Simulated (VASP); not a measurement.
# P (Amm2) in VASP: single point with PBE

Aim: the single point of P with PBE.

Program: VASP 6.6.1. These are calculated values, not measurements. Logs are shortened: lines on timing, memory, paths and dates and some standing lists are left out, and cuts for length are marked.

## 1. The cell of the first run

It takes space group Amm2 (No. 38, orthorhombic). The conventional cell has a = 6.154 Å, b = 8.264 Å, c = 5.709 Å, α = 90.00°, β = 90.00°, γ = 90.00°. P (site symmetry 1) has 4 P at 2.04 to 2.70 Å within 2.7 Å. P (site symmetry m) has 4 P at 2.06 Å within 2.7 Å. P (site symmetry m) has 3 P at 2.04 to 2.05 Å within 2.7 Å.

## 2. Single point, PBE

Input file INCAR:

```
SYSTEM = P
ALGO     = Normal         ! electronic algorithm
EDIFF    = 1E-7           ! SCF threshold, eV
ENCUT    = 520            ! plane-wave cutoff, eV
GGA      = PE             ! functional
ISIF     = 2              ! what is computed and relaxed
ISMEAR   = 0              ! smearing method
LASPH    = .TRUE.         ! aspherical terms in the spheres
LCHARG   = .FALSE.        ! write CHGCAR
LREAL    = .FALSE.        ! projectors in reciprocal space
LWAVE    = .FALSE.        ! write WAVECAR
NBANDS   = 30             ! bands
NELM     = 80             ! most SCF steps
PREC     = Accurate       ! precision mode
SIGMA    = 0.1            ! smearing width, eV
```

Input file KPOINTS:

```
k-points
0
G
  4 4 4
  0 0 0
```

Input file POSCAR:

```
P
1.0
    6.1542341100      0.0000000000      0.0000000000
    0.0000000000      4.1321992700      2.8542908000
    0.0000000000     -4.1321992700      2.8542908000
P
8
Direct
    0.2189772600      0.5102386100      0.0168337300
    0.7810227400      0.0168337300      0.5102386100
    0.2189772600      0.0168337300      0.5102386100
    0.7810227400      0.5102386100      0.0168337300
    0.0000000000      0.8382801300      0.1856857600
    0.0000000000      0.1856857600      0.8382801300
    0.5000000000      0.2063646400      0.4541022300
    0.5000000000      0.4541022300      0.2063646400
```

Potentials or basis: VASP PAW PBE potentials, release 64 (P).

Run with:

```console
cat potpaw_PBE.64/P/POTCAR > POTCAR
mpirun -np 1 vasp_std > vasp.out
```

OUTCAR:

```text
SYSTEM = P
   EDIFF = 1E-7
   ENCUT = 520
   GGA = PE
   ISIF = 2
   ISMEAR = 0
   LASPH = .TRUE.
   LREAL = .FALSE.
   NELM = 80
   PREC = Accurate

 ion  position               nearest neighbor table
   1  0.219  0.510  0.017-   8 2.04   6 2.06   5 2.06   4 2.70   3 2.85   3 2.85
   2  0.781  0.017  0.510-   7 2.04   5 2.06   6 2.06   3 2.70   4 2.85   4 2.85
   3  0.219  0.017  0.510-   7 2.04   5 2.06   6 2.06   2 2.70   1 2.85   1 2.85
   4  0.781  0.510  0.017-   8 2.04   6 2.06   5 2.06   1 2.70   2 2.85   2 2.85
   5  0.000  0.838  0.186-   2 2.06   3 2.06   1 2.06   4 2.06   6 2.87
   6  0.000  0.186  0.838-   1 2.06   4 2.06   3 2.06   2 2.06   5 2.87
   7  0.500  0.206  0.454-   2 2.04   3 2.04   8 2.05
   8  0.500  0.454  0.206-   1 2.04   4 2.04   7 2.05

  LATTYP: Found a base centered orthorhombic cell.
 ALAT       =     5.7085816000
 B/A-ratio  =     1.4477148824
 C/A-ratio  =     1.0780671174

  Lattice vectors:

 A1 = (   0.0000000000,   4.1321992700,   2.8542908000)
 A2 = (   0.0000000000,  -4.1321992700,   2.8542908000)
 A3 = (   6.1542341100,   0.0000000000,   0.0000000000)

Analysis of symmetry for initial positions (statically):
=====================================================================
 Subroutine PRICEL returns:
 Original cell was already a primitive cell.

 Routine SETGRP: Setting up the symmetry group for a
 base centered orthorhombic supercell.

 Subroutine GETGRP returns: Found  4 space group operations
 (whereof  4 operations were pure point group operations)
 out of a pool of  8 trial point group operations.

The static configuration has the point symmetry C_2v.

Analysis of symmetry for dynamics (positions and initial velocities):
=====================================================================
 Subroutine PRICEL returns:
 Original cell was already a primitive cell.

 Routine SETGRP: Setting up the symmetry group for a
 base centered orthorhombic supercell.

 Subroutine GETGRP returns: Found  4 space group operations
 (whereof  4 operations were pure point group operations)
 out of a pool of  8 trial point group operations.

The dynamic configuration has the point symmetry C_2v.

 Subroutine INISYM returns: Found  4 space group operations
 (whereof  4 operations are pure point group operations),
 and found     1 'primitive' translations

----------------------------------------------------------------------------------------

                                     Primitive cell

  volume of cell :     145.1722

  direct lattice vectors                    reciprocal lattice vectors
     6.154234110  0.000000000  0.000000000     0.162489756  0.000000000  0.000000000
     0.000000000  4.132199270  2.854290800     0.000000000  0.121000941  0.175174863
     0.000000000 -4.132199270  2.854290800     0.000000000 -0.121000941  0.175174863

  length of vectors
     6.154234110  5.022155591  5.022155591     0.162489756  0.212902467  0.212902467

  position of ions in fractional coordinates (direct lattice)
     0.218977260  0.510238610  0.016833730
     0.781022740  0.016833730  0.510238610
     0.218977260  0.016833730  0.510238610
     0.781022740  0.510238610  0.016833730
     0.000000000  0.838280130  0.185685760
     0.000000000  0.185685760  0.838280130
     0.500000000  0.206364640  0.454102230
     0.500000000  0.454102230  0.206364640

  ion indices of the primitive-cell ions
   primitive index   ion index
                 1           1
                 2           2
                 3           3
                 4           4
                 5           5
                 6           6
                 7           7
                 8           8

----------------------------------------------------------------------------------------

 KPOINTS: k-points

Automatic generation of k-mesh.
 Grid dimensions read from file:
 generate k-points for:    4    4    4

 Generating k-lattice:

  Cartesian coordinates                     Fractional coordinates (reciprocal lattice)
     0.040622439  0.000000000  0.000000000     0.250000000  0.000000000  0.000000000
     0.000000000  0.030250235  0.043793716     0.000000000  0.250000000  0.000000000
     0.000000000 -0.030250235  0.043793716     0.000000000  0.000000000  0.250000000

  Length of vectors
     0.040622439  0.053225617  0.053225617

  Shift w.r.t. Gamma in fractional coordinates (k-lattice)
     0.000000000  0.000000000  0.000000000

 Subroutine IBZKPT returns following result:
 ===========================================

 Found     21 irreducible k-points:

 Following reciprocal coordinates:
            Coordinates               Weight
  0.000000  0.000000  0.000000      1.000000
  0.250000  0.000000  0.000000      2.000000
  0.500000  0.000000  0.000000      1.000000
  0.000000  0.250000  0.000000      4.000000
  0.250000  0.250000  0.000000      8.000000
  0.500000  0.250000  0.000000      4.000000
[... 13 lines left out ...]
  0.250000  0.500000  0.500000      2.000000
  0.500000  0.500000  0.500000      1.000000
   k-points           NKPTS =     21   k-points in BZ     NKDIM =     21   number of bands    NBANDS=     30
   number of dos      NEDOS =    301   number of ions     NIONS =      8
   total plane-waves  NPLWV =  76800
   dimension x,y,z NGX =    48 NGY =   40 NGZ =   40
   dimension x,y,z NGXF=    96 NGYF=   80 NGZF=   80
   ions per type =               8
   NGX,Y,Z   is equivalent  to a cutoff of  12.97, 13.24, 13.24 a.u.
   NGXF,Y,Z  is equivalent  to a cutoff of  25.93, 26.48, 26.48 a.u.
 SYSTEM =  P
   PREC   = accura    normal or accurate (medium, high low for compatibility)
   ISTART =      0    job   : 0-new  1-cont  2-samecut
   ICHARG =      2    charge: 1-file 2-atom 10-const
   ISPIN  =      1    spin polarized calculation?
   LNONCOLLINEAR =      F non collinear calculations
   LSORBIT =      F    spin-orbit coupling
   LASPH  =      T    aspherical Exc in radial PAW
   ENCUT  =  520.0 eV  38.22 Ry    6.18 a.u.  11.44  9.34  9.34*2*pi/ulx,y,z
   NELM   =     80;   NELMIN=  2; NELMDL= -5     # of ELM steps
   EDIFF  = 0.1E-06   stopping-criterion for ELM
   LREAL  =      F    real-space projection
   EDIFFG = 0.1E-05   stopping-criterion for IOM
   NSW    =      0    number of steps for IOM
   IBRION =     -1    ionic relax: 0-MD 1-quasi-New 2-CG
   NFREE  =      0    steps in history (QN), initial steepest desc. (CG)
   ISIF   =      2    stress and relaxation
   ISYM   =      2    0-nonsym 1-usesym 2-fastsym
   POTIM  = 0.5000    time-step for ionic-motion
   TEBEG  =    0.0;   TEEND  =   0.0 temperature during run
   PSTRESS=    0.0 pullay stress
   NELECT =      40.0000    total number of electrons
   NUPDOWN=      -1.0000    fix difference up-down
   EMIN   =  10.00;   EMAX   =-10.00  energy-range for DOS
   EFERMI =   0.00;   METHOD = LEGACY
   ISMEAR =     0;   SIGMA  =   0.10  broadening in eV -4-tet -1-fermi 0-gaus
   EFERMI_NEDOS =   21; number of points for ismear=-14 and -15
   IALGO  =     38    algorithm
   IMIX   =      4    mixing-type and parameters
     AMIX     =   0.40;   BMIX     =  1.00
     AMIX_MAG =   1.60;   BMIX_MAG =  1.00
  volume/ion in A,a.u.               =      18.15       122.46
  Fermi-wavevector in a.u.,A,eV,Ry     =   1.065288  2.013102 15.440413  1.134838
  Thomas-Fermi vector in A             =   2.200835
   LORBIT       =      0    0 simple, 1 ext, 2 COOP (PROOUT), +10 PAW based schemes
   GGA     = PE    functional components
   LHFCALC =     F    Hartree Fock is set to
   AEXX    =    0.0000 exact exchange contribution
   IVDW    =     0    specifies the selected vdW correction
   LEPSILON=     F    determine dielectric tensor
   LRPA    =     F    only Hartree local field effects (RPA)
 non-spin polarized calculation
 Gauss-broadening in eV      SIGMA  =   0.10
  energy-cutoff  :      520.00
  volume of cell :      145.17
 maximum number of plane-waves:      3938
 NGX is ok and might be reduce to    48
   NGX = 23   NGY = 19   NGZ = 19

 number of electron      40.0000001 magnetization

 Free energy of the ion-electron system (eV)
  ---------------------------------------------------
  ext. energy  EPLUGINS =         0.00000000
  ---------------------------------------------------
  free energy    TOTEN  =       -35.81523354 eV

  energy without entropy =      -35.79660946  energy(sigma->0) =      -35.80592150

 E-fermi :   6.7027     XC(G=0):  -9.6578

 val. band max:        6.6972362036   @ k =   0.0000   0.2500   0.0000
 cond. band min:       6.7060412365   @ k =   0.2500   0.2500   0.0000
 fundamental gap:      0.0088050329
 Fermi energy:         6.7027366861

 k-point     1 :       0.0000    0.0000    0.0000
  band No.  band energies     occupation
      1     -10.6615      2.00000
      2      -7.3971      2.00000
      3      -6.8978      2.00000
      4      -6.4046      2.00000
      5      -5.9886      2.00000
      6      -3.7656      2.00000
[... 22 lines left out ...]
     29      11.2714      0.00000
     30      11.2822      0.00000

 k-point     2 :       0.2500    0.0000    0.0000
  band No.  band energies     occupation
      1     -10.5319      2.00000
      2      -8.2443      2.00000
      3      -6.6960      2.00000
      4      -5.9714      2.00000
      5      -5.2610      2.00000
      6      -4.9348      2.00000
[... 22 lines left out ...]
     29      11.2257      0.00000
     30      11.7763      0.00000

 k-point     3 :       0.5000    0.0000    0.0000
  band No.  band energies     occupation
      1     -10.3576      2.00000
      2      -8.7798      2.00000
      3      -6.2779      2.00000
      4      -5.9534      2.00000
      5      -5.7524      2.00000
      6      -4.2027      2.00000
[... 583 lines left out ...]
     29      11.1251      0.00000
     30      11.3693      0.00000

 k-point    21 :       0.5000    0.5000    0.5000
  band No.  band energies     occupation
      1     -10.1010      2.00000
      2      -7.7050      2.00000
      3      -7.6426      2.00000
      4      -6.5121      2.00000
      5      -6.4498      2.00000
      6      -2.4816      2.00000
[... 22 lines left out ...]
     29      10.7455      0.00000
     30      10.7705      0.00000

------------------------ aborting loop because EDIFF is reached ----------------------------------------

  FORCE on cell =-STRESS in cart. coord.  units (eV):
  Direction    XX          YY          ZZ          XY          YZ          ZX
  --------------------------------------------------------------------------------------
  -------------------------------------------------------------------------------------
  Total       30.7460169     12.3150077     28.3246537      0.0000000      0.0000000      0.0000000
  in kB      339.3250810    135.9132467    312.6019678      0.0000000      0.0000000      0.0000000
  external PRESSURE =     262.6134318 kB  Pullay stress =       0.0000000 kB

 VOLUME and BASIS-vectors are now :
 -----------------------------------------------------------------------------
  energy-cutoff  :      520.00
  volume of cell :      145.17
      direct lattice vectors                 reciprocal lattice vectors
     6.154234110  0.000000000  0.000000000     0.162489756  0.000000000  0.000000000
     0.000000000  4.132199270  2.854290800     0.000000000  0.121000941  0.175174863
     0.000000000 -4.132199270  2.854290800     0.000000000 -0.121000941  0.175174863

 POSITION                                       TOTAL-FORCE (eV/Angst)
 -----------------------------------------------------------------------------------
      1.34764      2.03885      1.50442         2.710793      0.953759     -0.601145
      4.80660     -2.03885      1.50442        -2.710793     -0.953759     -0.601145
      1.34764     -2.03885      1.50442         2.710793     -0.953759     -0.601145
      4.80660      2.03885      1.50442        -2.710793      0.953759     -0.601145
      0.00000      2.69665      2.92270         0.000000      2.679738      0.482828
      0.00000     -2.69665      2.92270         0.000000     -2.679738      0.482828
      3.07712     -1.02370      1.88516         0.000000     -0.359285      0.719463
      3.07712      1.02370      1.88516         0.000000      0.359285      0.719463
 -----------------------------------------------------------------------------------
    total drift:                               -0.000000     -0.000000      0.000025

  FREE ENERGIE OF THE ION-ELECTRON SYSTEM (eV)
  ---------------------------------------------------
  free  energy   TOTEN  =       -35.8152335437 eV

  energy  without entropy=      -35.7966094645  energy(sigma->0) =      -35.80592150
```

It took 47 s on 1 thread of Intel Xeon 6975P-C (Granite Rapids), shared host; peak memory 0.27 GiB.

Results:

```yaml
Free_energy: -35.8152 eV
Pressure: 26.3 GPa
Largest_force: 2.936 eV/Å
Band_gap_on_the_k_mesh: zero (band 20 reaches 7.44 eV, above the bottom of band 21 at 6.41 eV)
```

Forces in eV/Å, atoms in the order of the input:
```
P    2.711  0.954 -0.601
P   -2.711 -0.954 -0.601
P    2.711 -0.954 -0.601
P   -2.711  0.954 -0.601
P    0.000  2.680  0.483
P    0.000 -2.680  0.483
P    0.000 -0.359  0.719
P    0.000  0.359  0.719
```

Caveat: forces of over 1 eV/Å act on the atoms, so gaps and moduli don't describe the material at rest.
